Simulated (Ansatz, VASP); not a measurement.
**One calculation of Cs, two programs**

```
Cs
1.0
    -2.99983    3.02250    2.99983
     3.04517   -3.02250    3.04517
     2.99983    3.02250   -2.99983
Cs
1
Cartesian
  0.0000 0.0000 0.0000
```

Change from the starting cell: strain +0.0150 x Voigt [0, 0, 0, 0, 1, 0], atoms carried along.

Alike in both runs: task single point; functional PBE; k mesh 12 × 12 × 12; occupations gaussian, width 0.15 eV; no spin polarisation.

|  | VASP | Ansatz |
| --- | --- | --- |
| version | VASP 6.6.1 | Ansatz 0.2.0 |
| potentials or method | VASP PAW PBE potentials, release 64 (Cs_sv), cutoff 520 eV | scalar-relativistic, plane waves, PAW |
| valence electrons in the cell | 9 | 9 |

|  | VASP | Ansatz | Ansatz less VASP |
| --- | --- | --- | --- |
| gap on the k mesh at the Fermi level (eV) | none | none | - |
| pressure (GPa) | 0.1 | 0.1 | +0.01 |

A gap of «none» marks a metal or a gap that the smearing closes.

Neither program's run includes spin-orbit coupling.
